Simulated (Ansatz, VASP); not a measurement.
# One calculation of Cu, two programs

```xyz
2
Lattice="0.0000 -1.8075 -1.8075 0.0000 1.8075 -1.8075 3.6150 0.0000 0.0000" Properties=species:S:1:pos:R:3 pbc="T T T"
Cu    1.8075    0.1856   -1.6219
Cu    0.0000   -0.1856   -0.1856
```

Change from the starting cell: mode 4 (167.2 1/cm) frozen in, largest displacement +0.263 Å.

Alike in both runs: task single point; functional PBEsol; k mesh 18 × 18 × 14; occupations gaussian, width 0.15 eV; no spin polarisation.

```csv
,VASP,Ansatz
version,VASP 6.6.1,Ansatz 0.2.0
potentials or method,"VASP PAW PBE potentials, release 64 (Cu), cutoff 520 eV","scalar-relativistic, plane waves, PAW"
valence electrons in the cell,22,38
```

```csv
,VASP,Ansatz,Ansatz less VASP
gap on the k mesh at the Fermi level (eV),none,none,-
pressure (GPa),2.9,2.6,-0.29
"traceless stress, the component that is largest in VASP (GPa)",10.84,10.81,-0.028
rms of the force components (eV/Å),0.792,0.790,-0.0021
```

VASP's potentials were made for PBE, not for PBEsol. Atom by atom the forces differ by 0.002 eV/Å (rms over components). A gap of «none» marks a metal or a gap that the smearing closes. VASP's potentials hold 22 valence electrons a cell and Ansatz's 38, so a difference there can come from the potentials and not from the codes.
